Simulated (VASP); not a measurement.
# PF2: single point with PBE+D3(BJ)

The system is PF2.

```
CELL_PARAMETERS angstrom
3.87836 0.00000 0.00000
-1.93918 3.35876 0.00000
0.00000 0.00000 2.41258
ATOMIC_POSITIONS crystal
P 0.00000 0.00000 0.00000
F 0.33333 0.66667 0.50000
F 0.66667 0.33333 0.50000
```

The cell was built from a structure type or drawn by symmetry, and may not be a known phase.

```yaml
Program: VASP 6.6.1
Task: single point
Functional: PBE
Dispersion: D3(BJ)
Potentials_or_basis: VASP PAW PBE potentials, release 64 (P, F)
Cutoff: 520 eV
k_mesh: 12 × 12 × 18
Occupations: gaussian, width 0.1 eV
Spin: no spin polarisation
```

- Pressure: -0.4 GPa
- Band gap on the k mesh: zero (an odd number of electrons rules out a gap without spin polarisation)
- Dispersion energy per atom: -0.163 eV

Levels at points of the mesh, in eV from the Fermi level:
| k point | band 7 | band 8 | band 9 | band 10 | band 11 | band 12 | band 13 | band 14 |
| --- | --- | --- | --- | --- | --- | --- | --- | --- |
| (0.00, 0.00, 0.00) | -4.77 | -2.54 | -1.58 | 1.55 | 1.55 | 8.07 | 8.29 | 12.51 |
| (0.50, 0.00, 0.00) | -2.33 | -2.18 | -1.88 | -0.07 | 1.34 | 7.76 | 9.31 | 11.36 |
| (0.00, 0.00, 0.50) | -4.10 | -3.14 | -2.70 | -2.70 | 1.52 | 1.52 | 9.58 | 9.58 |
| (0.50, 0.00, 0.50) | -4.44 | -2.71 | -1.84 | -1.74 | 0.95 | 2.73 | 8.98 | 10.11 |

Run time: 46 s on 1 thread of Intel(R) Xeon(R) Platinum 8488C (Sapphire Rapids), with other jobs on the host, peak memory 0.21 GiB.

Caveat: an odd number of electrons without spin polarisation forces a metal; a magnetic or distorted state may lie lower.
